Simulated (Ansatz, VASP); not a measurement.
Ir in VASP and in Ansatz

```
Ir
1.0
     0.00000    1.90609    1.90609
     1.90609    0.00000    1.90609
     1.90609    1.90609    0.00000
Ir
1
Direct
  0.00000 0.00000 0.00000
```

Alike in both runs: task single point; functional LDA; k mesh 14 × 14 × 14; occupations methfessel-paxton of order 1, width 0.1 eV; no spin polarisation.

```csv
,VASP,Ansatz
version,VASP 6.6.1,Ansatz 0.2.0
potentials or method,"VASP PAW LDA potentials, release 64 (Ir), cutoff 520 eV","plane waves (420 eV) with PAW, scalar-relativistic"
valence electrons in the cell,9,17
```

```tsv
	VASP	Ansatz	Ansatz less VASP
pressure (GPa)	2.4	-0.2	-2.62
```

Ansatz warns that its potentials were made for another functional, while VASP's fit it. LDA's correlation is that of Perdew and Zunger in VASP and of Perdew and Wang (1992) in Ansatz. VASP's potentials hold 9 valence electrons a cell and Ansatz's 17, so a difference there can come from the potentials and not from the codes.

Neither program's run includes spin-orbit coupling.
